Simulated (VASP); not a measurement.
A run of VASP 6.6.1 is set up as follows.

POSCAR

```
Sb
1.0
    2.1542000000      1.2437279499      3.7580000000
   -2.1542000000      1.2437279499      3.7580000000
    0.0000000000     -2.4874558998      3.7580000000
Sb
2
Direct
    0.7665100000      0.7665100000      0.7665100000
    0.2334900000      0.2334900000      0.2334900000
```

The input INCAR.step1:

```
SYSTEM = Sb
ALGO     = Normal         ! electronic algorithm
EDIFF    = 1E-5           ! SCF threshold, eV
ENCUT    = 400            ! plane-wave cutoff, eV
GGA      = PE             ! functional
GGA_COMPAT= .FALSE.      
ISIF     = 2              ! what is computed and relaxed
ISMEAR   = -1             ! smearing method
LASPH    = .TRUE.         ! aspherical terms in the spheres
LREAL    = .FALSE.        ! projectors in reciprocal space
LWAVE    = .TRUE.         ! write WAVECAR
NBANDS   = 22             ! bands
NELM     = 120            ! most SCF steps
PREC     = Accurate       ! precision mode
SIGMA    = 0.05           ! smearing width, eV
```

The input INCAR.step2:

```
SYSTEM = Sb
AEXX     = 0.35           ! exact-exchange fraction
ALGO     = Normal         ! electronic algorithm
EDIFF    = 1E-6           ! SCF threshold, eV
ENCUT    = 400            ! plane-wave cutoff, eV
GGA      = PE             ! functional
GGA_COMPAT= .FALSE.      
ISIF     = 2              ! what is computed and relaxed
ISMEAR   = -1             ! smearing method
ISTART   = 1            
LASPH    = .TRUE.         ! aspherical terms in the spheres
LCHARG   = .TRUE.         ! write CHGCAR
LELF     = .TRUE.         ! ELF
LHFCALC  = .TRUE.         ! exact exchange
LREAL    = .FALSE.        ! projectors in reciprocal space
LVHAR    = .TRUE.       
LWAVE    = .FALSE.        ! write WAVECAR
NBANDS   = 22             ! bands
NELM     = 120            ! most SCF steps
PREC     = Accurate       ! precision mode
PRECFOCK = Normal       
SIGMA    = 0.05           ! smearing width, eV
```

The input KPOINTS:

```
k-points
0
G
  4 4 4
  0 0 0
```

Potentials or basis: VASP PAW PBE potentials, release 64 (Sb_d_GW).

Launch:

```console
$ cat potpaw_PBE.64/Sb_d_GW/POTCAR > POTCAR
$ cp INCAR.step1 INCAR
$ mpirun -np 1 vasp_std > vasp.out
$ cp INCAR.step2 INCAR
$ mpirun -np 1 vasp_std > vasp.out
```

**Question.** Predict the band gap on the k mesh.

**Answer.** 1.17 eV (least direct gap 1.42 eV).

**Question.** Predict the largest force.

**Answer.** 0.504 eV/Å.

**Question.** Estimate the pressure.

**Answer.** -0.6 GPa.

Forces in eV/Å, atoms in the order of the input:
```
Sb   0.000  0.000  0.504
Sb   0.000  0.000 -0.504
```

Caveat: the k points lie up to 0.44 Å⁻¹ apart; the PAW data sets were made with another functional, which shifts forces and pressure a little; spin-orbit coupling is left out, which moves the levels of the heavy elements. A k mesh can miss the band edges.
